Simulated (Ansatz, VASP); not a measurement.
**Sb: VASP beside Ansatz**

Contents of INCAR:

```
SYSTEM = Sb
  ALGO = Normal
  EDIFF = 1E-6
  ENCUT = 520
  GGA = PS
  ISIF = 2
  ISMEAR = -1
  LASPH = .TRUE.
  LCHARG = .TRUE.
  LELF = .TRUE.
  LREAL = .FALSE.
  LVHAR = .TRUE.
  LWAVE = .FALSE.
  NBANDS = 12
  NELM = 100
  PREC = Accurate
  SIGMA = 0.05
```

KPOINTS

```
k-points
0
G
  9 9 9
  0 0 0
```

File POSCAR:

```
Sb
1.0
    2.1858623424      1.2620082118      3.8053879599
   -2.1858623424      1.2620082118      3.8053879599
    0.0000000000     -2.5240164235      3.8053879599
Sb
2
Direct
    0.2336400000      0.2336400000      0.2336400000
    0.7663600000      0.7663600000      0.7663600000
```

Input for Ansatz:

```yaml
crystal:
  lattice:
    - [2.1858623424, 1.2620082118, 3.8053879599]
    - [-2.1858623424, 1.2620082118, 3.8053879599]
    - [0.0, -2.5240164235, 3.8053879599]
  atoms:
    - { symbol: Sb, position: [0.23364, 0.23364, 0.23364] }
    - { symbol: Sb, position: [0.76636, 0.76636, 0.76636] }
kpoints:
  mp_grid: { grid: [9, 9, 9] }
scf:
  occupations: { method: fermi_dirac, width: 0.05 }
hamiltonian:
  xc: pbesol
  pseudopotentials: { kind: all_electron, lapw: { basis_error: 0.0005 } }
output:
  forces: true
  stress: true
  eigenvalues: true
```

Change from the starting cell: volume scaled by 1.05.

Alike in both runs: task single point; functional PBEsol; k mesh 9 × 9 × 9; occupations fermi-dirac, width 0.05 eV; no spin polarisation.

|  | VASP | Ansatz |
| --- | --- | --- |
| version | VASP 6.6.1 | Ansatz 0.2.0 |
| potentials or method | VASP PAW PBE potentials, release 64 (Sb), cutoff 520 eV | all-electron LAPW, scalar-relativistic |

```csv
,VASP,Ansatz,Ansatz less VASP
pressure (GPa),-2.1,-2.2,-0.13
rms of the force components (eV/Å),0.027,0.053,+0.0262
```

VASP's potentials were made for PBE, not for PBEsol. Atom by atom the forces differ by 0.026 eV/Å (rms over components). Ansatz ran all-electron here, and VASP with PAW potentials.

Spin-orbit coupling is off throughout.
